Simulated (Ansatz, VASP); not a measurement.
# HgPt: VASP beside Ansatz

```xyz
2
Lattice="2.9104 0.0000 0.0000 0.0000 2.9104 0.0000 0.0000 0.0000 3.7469" Properties=species:S:1:pos:R:3 pbc="T T T"
Hg    0.0000    0.0000    0.0000
Pt    1.4552    1.4552    1.8735
```

Change from the starting cell: volume scaled by 0.94, crystal datasets.

Alike in both runs: task electric field gradients; functional LDA; k mesh 12 × 12 × 10; occupations fermi-dirac, width 0.03 eV; no spin polarisation.

```csv
,VASP,Ansatz
version,VASP 6.6.1,Ansatz 0.2.0
potentials or method,"VASP PAW LDA potentials, release 64 (Hg, Pt), cutoff 520 eV","all-electron PAW with datasets made for the crystal, scalar-relativistic"
```

Ansatz gave:

- pressure (GPa): 12.1
- traceless stress, the component that is largest in VASP (GPa): 0.67
- size of Vzz on the site where it differs most (V/Å²): 119.0

Task: What did VASP give for the same quantities?

Result: Pressure (GPa): 14.9; traceless stress, the component that is largest in VASP (GPa): 0.85; size of Vzz on the site where it differs most (V/Å²): 112.5.

LDA's correlation is that of Perdew and Zunger in VASP and of Perdew and Wang (1992) in Ansatz. Ansatz ran all-electron here, and VASP with PAW potentials.

Spin-orbit coupling is off throughout.
